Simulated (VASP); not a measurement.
# Bi (P-1) in VASP: electric field gradients with PBEsol

Aim: the electric field gradients of Bi with PBEsol.

Everything below comes from runs of VASP 6.6.1. Logs are shortened: lines on timing, memory, paths and dates and some standing lists are left out, and cuts for length are marked.

## Step 1: The cell of the first run

The typed cell holds 2 atoms: a = 4.540 Å, b = 4.598 Å, c = 11.832 Å, α = 90.62°, β = 91.71°, γ = 121.27°.

## Step 2: Electric field gradients, PBEsol (equal xy, yz and zx shear strains of -3 %)

The input, INCAR:

```
ALGO     = Normal         # electronic algorithm
EDIFF    = 1E-8           # SCF threshold, eV
ENCUT    = 520            # plane-wave cutoff, eV
GGA      = PS             # functional
ISIF     = 2              # what is computed and relaxed
ISMEAR   = -1             # smearing method
LASPH    = True           # aspherical terms in the spheres
LCHARG   = False          # write CHGCAR
LEFG     = True         
LREAL    = False          # projectors in reciprocal space
LWAVE    = False          # write WAVECAR
NBANDS   = 22             # bands
NELM     = 100            # most SCF steps
PREC     = Accurate       # precision mode
SIGMA    = 0.03           # smearing width, eV
```

The input, KPOINTS:

```
k-points
0
Gamma
  9 9 3
```

The input, POSCAR:

```
Bi
1.0
    4.5390002997     -0.0680850045     -0.0680850045
   -2.3284634934      3.9649320696     -0.0249208413
   -0.1774350000     -0.1774350000     11.8290000000
Bi
2
Direct
    0.3333333333      0.6666666667      0.2500000000
    0.6666666667      0.3333333333      0.7500000000
```

Potentials or basis: VASP PAW PBE potentials, release 64 (Bi_d).

Command:

```console
$ cat potpaw_PBE.64/Bi_d/POTCAR > POTCAR
$ mpirun -np 1 vasp_std > vasp.out
```

OUTCAR:

```text
EDIFF = 1E-8
   ENCUT = 520
   GGA = PS
   ISIF = 2
   ISMEAR = -1
   LASPH = True
   LREAL = False
   NELM = 100
   PREC = Accurate

 ion  position               nearest neighbor table
   1  0.333  0.667  0.250-
   2  0.667  0.333  0.750-

  LATTYP: Found a triclinic cell.
 ALAT       =     4.4811315656
 B/A-ratio  =     1.0131417463
 C/A-ratio  =     2.6403289108
 COS(alpha) =     0.0297616073
 COS(beta)  =     0.0411893908
 COS(gamma) =     0.4804578458

  Lattice vectors:

 A1 = (   2.2105368063,   3.8968470651,  -0.0930058458)
 A2 = (   4.5390002997,  -0.0680850045,  -0.0680850045)
 A3 = (   0.1774350000,   0.1774350000, -11.8290000000)

Analysis of symmetry for initial positions (statically):
=====================================================================
 Subroutine PRICEL returns:
 Original cell was already a primitive cell.

 Routine SETGRP: Setting up the symmetry group for a
 triclinic supercell.

 Subroutine GETGRP returns: Found  2 space group operations
 (whereof  2 operations were pure point group operations)
 out of a pool of  2 trial point group operations.

The static configuration has the point symmetry S_2 .

Analysis of symmetry for dynamics (positions and initial velocities):
=====================================================================
 Subroutine PRICEL returns:
 Original cell was already a primitive cell.

 Routine SETGRP: Setting up the symmetry group for a
 triclinic supercell.

 Subroutine GETGRP returns: Found  2 space group operations
 (whereof  2 operations were pure point group operations)
 out of a pool of  2 trial point group operations.

The dynamic configuration has the point symmetry S_2 .

 Subroutine INISYM returns: Found  2 space group operations
 (whereof  2 operations are pure point group operations),
 and found     1 'primitive' translations

----------------------------------------------------------------------------------------

                                     Primitive cell

  volume of cell :     210.9128

  direct lattice vectors                    reciprocal lattice vectors
     4.539000300 -0.068085005 -0.068085005     0.222351432  0.130612360  0.005294457
    -2.328463493  3.964932070 -0.024920841     0.003875811  0.254511617  0.003875811
    -0.177435000 -0.177435000 11.829000000     0.001287969  0.001287969  0.084576639

  length of vectors
     4.540021460  4.598157197 11.831661226     0.257929795  0.254570633  0.084596250

  position of ions in fractional coordinates (direct lattice)
     0.333333333  0.666666667  0.250000000
     0.666666667  0.333333333  0.750000000

  ion indices of the primitive-cell ions
   primitive index   ion index
                 1           1
                 2           2

----------------------------------------------------------------------------------------

 KPOINTS: k-points

Automatic generation of k-mesh.
 Grid dimensions read from file:
 generate k-points for:    9    9    3

 Generating k-lattice:

  Cartesian coordinates                     Fractional coordinates (reciprocal lattice)
     0.024705715  0.014512484  0.000588273     0.111111111 -0.000000000 -0.000000000
     0.000430646  0.028279069  0.000430646    -0.000000000  0.111111111 -0.000000000
     0.000429323  0.000429323  0.028192213     0.000000000  0.000000000  0.333333333

  Length of vectors
     0.028658866  0.028285626  0.028198750

  Shift w.r.t. Gamma in fractional coordinates (k-lattice)
     0.000000000  0.000000000  0.000000000

 Subroutine IBZKPT returns following result:
 ===========================================

 Found    122 irreducible k-points:

 Following reciprocal coordinates:
            Coordinates               Weight
  0.000000  0.000000  0.000000      1.000000
  0.111111 -0.000000  0.000000      2.000000
  0.222222 -0.000000  0.000000      2.000000
  0.333333 -0.000000  0.000000      2.000000
  0.444444 -0.000000  0.000000      2.000000
  0.000000  0.111111  0.000000      2.000000
[... 16 lines left out ...]
 -0.111111  0.222222  0.000000      2.000000
 -0.000000  0.333333  0.000000      2.000000
 [... further k-points ...]
   k-points           NKPTS =    122   k-points in BZ     NKDIM =    122   number of bands    NBANDS=     22
   number of dos      NEDOS =    301   number of ions     NIONS =      2
   total plane-waves  NPLWV = 116640
   dimension x,y,z NGX =    36 NGY =   36 NGZ =   90
   dimension x,y,z NGXF=    72 NGYF=   72 NGZF=  180
   ions per type =               2
   NGX,Y,Z   is equivalent  to a cutoff of  13.18, 13.02, 12.65 a.u.
   NGXF,Y,Z  is equivalent  to a cutoff of  26.36, 26.03, 25.29 a.u.
 SYSTEM =  unknown system
   PREC   = accura    normal or accurate (medium, high low for compatibility)
   ISTART =      0    job   : 0-new  1-cont  2-samecut
   ICHARG =      2    charge: 1-file 2-atom 10-const
   ISPIN  =      1    spin polarized calculation?
   LNONCOLLINEAR =      F non collinear calculations
   LSORBIT =      F    spin-orbit coupling
   LASPH  =      T    aspherical Exc in radial PAW
   ENCUT  =  520.0 eV  38.22 Ry    6.18 a.u.   8.44  8.55 22.00*2*pi/ulx,y,z
   NELM   =    100;   NELMIN=  2; NELMDL= -5     # of ELM steps
   EDIFF  = 0.1E-07   stopping-criterion for ELM
   LREAL  =      F    real-space projection
   EDIFFG = 0.1E-06   stopping-criterion for IOM
   NSW    =      0    number of steps for IOM
   IBRION =     -1    ionic relax: 0-MD 1-quasi-New 2-CG
   NFREE  =      0    steps in history (QN), initial steepest desc. (CG)
   ISIF   =      2    stress and relaxation
   ISYM   =      2    0-nonsym 1-usesym 2-fastsym
   POTIM  = 0.5000    time-step for ionic-motion
   TEBEG  =    0.0;   TEEND  =   0.0 temperature during run
   PSTRESS=    0.0 pullay stress
   NELECT =      30.0000    total number of electrons
   NUPDOWN=      -1.0000    fix difference up-down
   EMIN   =  10.00;   EMAX   =-10.00  energy-range for DOS
   EFERMI =   0.00;   METHOD = LEGACY
   ISMEAR =    -1;   SIGMA  =   0.03  broadening in eV -4-tet -1-fermi 0-gaus
   EFERMI_NEDOS =   21; number of points for ismear=-14 and -15
   IALGO  =     38    algorithm
   IMIX   =      4    mixing-type and parameters
     AMIX     =   0.40;   BMIX     =  1.00
     AMIX_MAG =   1.60;   BMIX_MAG =  1.00
  volume/ion in A,a.u.               =     105.46       711.65
  Fermi-wavevector in a.u.,A,eV,Ry     =   0.854570  1.614903  9.936196  0.730290
  Thomas-Fermi vector in A             =   1.971186
   LORBIT       =      0    0 simple, 1 ext, 2 COOP (PROOUT), +10 PAW based schemes
   GGA     = PS    functional components
   LHFCALC =     F    Hartree Fock is set to
   AEXX    =    0.0000 exact exchange contribution
   IVDW    =     0    specifies the selected vdW correction
   LEPSILON=     F    determine dielectric tensor
   LRPA    =     F    only Hartree local field effects (RPA)
 non-spin polarized calculation
  energy-cutoff  :      520.00
  volume of cell :      210.91
 maximum number of plane-waves:      5713
 NGX is ok and might be reduce to    36
   NGX = 17   NGY = 17   NGZ = 43

 number of electron      29.9999997 magnetization

 Free energy of the ion-electron system (eV)
  ---------------------------------------------------
  ext. energy  EPLUGINS =         0.00000000
  ---------------------------------------------------
  free energy    TOTEN  =        -3.38248883 eV

  energy without entropy =       -3.36135407  energy(sigma->0) =       -3.37192145

 E-fermi :  -1.1515     XC(G=0):  -5.4288

 val. band max:       -1.1530175787   @ k =   0.3333  -0.0000   0.3333
 cond. band min:      -1.1505262760   @ k =  -0.4444   0.1111   0.3333
 fundamental gap:      0.0024913028
 Fermi energy:        -1.1515363476

 k-point     1 :       0.0000    0.0000    0.0000
  band No.  band energies     occupation
      1     -23.9247      2.00000
      2     -23.9247      2.00000
      3     -23.9216      2.00000
      4     -23.9216      2.00000
      5     -23.9157      2.00000
      6     -23.9156      2.00000
[... 14 lines left out ...]
     21       4.5271      0.00000
     22       4.7146      0.00000

 k-point     2 :       0.1111   -0.0000    0.0000
  band No.  band energies     occupation
      1     -23.9244      2.00000
      2     -23.9244      2.00000
      3     -23.9217      2.00000
      4     -23.9217      2.00000
      5     -23.9160      2.00000
      6     -23.9159      2.00000
[... 542 lines left out ...]
 k-point    24 :      -0.0000    0.3333    0.0000
  band No.  band energies     occupation
      1     -23.9226      2.00000
      2     -23.9226      2.00000
      3     -23.9225      2.00000
      4     -23.9225      2.00000
      5     -23.9170      2.00000
      6     -23.9170      2.00000
[... 14 lines left out ...]
     21       4.3385      0.00000
     22       4.8466      0.00000

 [... further k-points ...]

------------------------ aborting loop because EDIFF is reached ----------------------------------------

  FORCE on cell =-STRESS in cart. coord.  units (eV):
  Direction    XX          YY          ZZ          XY          YZ          ZX
  --------------------------------------------------------------------------------------
  -------------------------------------------------------------------------------------
  Total       -6.7501281     -6.7832904     -0.5412504     -0.1509537      0.0851907      0.0847420
  in kB      -51.2766556    -51.5285697     -4.1115534     -1.1467045      0.6471421      0.6437337
  external PRESSURE =     -35.6389262 kB  Pullay stress =       0.0000000 kB

 VOLUME and BASIS-vectors are now :
 -----------------------------------------------------------------------------
  energy-cutoff  :      520.00
  volume of cell :      210.91
      direct lattice vectors                 reciprocal lattice vectors
     4.539000300 -0.068085005 -0.068085005     0.222351432  0.130612360  0.005294457
    -2.328463493  3.964932070 -0.024920841     0.003875811  0.254511617  0.003875811
    -0.177435000 -0.177435000 11.829000000     0.001287969  0.001287969  0.084576639

 POSITION                                       TOTAL-FORCE (eV/Angst)
 -----------------------------------------------------------------------------------
     -0.08367      2.57623      2.91794        -0.002911      0.000158     -0.001083
      2.11677      1.14318      8.81805         0.002911     -0.000158      0.001083
 -----------------------------------------------------------------------------------
    total drift:                               -0.000000      0.000000      0.000000

  FREE ENERGIE OF THE ION-ELECTRON SYSTEM (eV)
  ---------------------------------------------------
  free  energy   TOTEN  =        -3.3824888348 eV

  energy  without entropy=       -3.3613540665  energy(sigma->0) =       -3.37192145

 Electric field gradients (V/A^2)
---------------------------------------------------------------------
 ion       V_xx      V_yy      V_zz      V_xy      V_xz      V_yz
---------------------------------------------------------------------
   1      65.513    64.251  -129.764   -16.331    -3.231    -3.202
   2      65.513    64.251  -129.764   -16.331    -3.231    -3.202
---------------------------------------------------------------------

 Electric field gradients after diagonalization (V/A^2)
 (convention: |V_zz| > |V_xx| > |V_yy|)
----------------------------------------------------------------------
 ion       V_xx      V_yy      V_zz     asymmetry (V_yy - V_xx)/ V_zz
----------------------------------------------------------------------
   1      81.225    48.655  -129.880       0.251
   2      81.225    48.655  -129.880       0.251
----------------------------------------------------------------------

           NMR quadrupolar parameters

 Cq : quadrupolar parameter    Cq=e*Q*V_zz/h
 eta: asymmetry parameters     (V_yy - V_xx)/ V_zz
 Q  : nuclear electric quadrupole moment in mb (millibarn)
----------------------------------------------------------------------
 ion       Cq(MHz)       eta       Q (mb)
----------------------------------------------------------------------
   1      -0.314       0.251       1.000
   2      -0.314       0.251       1.000
----------------------------------------------------------------------
```

Run time: 12 min. Hardware: 1 thread of Intel Xeon 8259CL, shared host; peak memory 0.64 GiB.

What came out:

```yaml
Free_energy: -3.3825 eV
Pressure: -3.6 GPa
Largest_force: 0.003 eV/Å
Band_gap_on_the_k_mesh: zero (bands 15 and 16 overlap by 2.07 eV)
Largest_electric_field_gradient_by_atom: Bi -129.9 V/Å²
```

Forces in eV/Å, atoms in the order of the input:
```
Bi  -0.003  0.000 -0.001
Bi   0.003  0.000  0.001
```

Stress tensor (GPa, compression positive):
```
-5.13 -0.11  0.06
-0.11 -5.15  0.06
 0.06  0.06 -0.41
```

Levels at points of the mesh, in eV from the Fermi level:
```csv
k point,band 11,band 12,band 13,band 14,band 15,band 16,band 17,band 18,band 19,band 20
"(0.00, 0.00, 0.00)",-10.33,-10.32,-0.84,-0.34,1.37,1.38,1.49,1.50,3.01,4.51
```

Electric field gradients, principal values (V/Å²):
| atom | least | middle | greatest (by size) |
| --- | --- | --- | --- |
| 1 Bi | 48.655 | 81.225 | -129.880 |
| 2 Bi | 48.655 | 81.225 | -129.880 |

Caveat: the cell differs from its parent crystal (equal xy, yz and zx shear strains of -3 %); the cell stands under tension; without QUAD_EFG the Cq values of the log hold for a quadrupole moment of 1 mb, not for the nuclei; the PAW data sets were made with another functional, which shifts forces and pressure a little; spin-orbit coupling is left out, which moves the levels of the heavy elements.
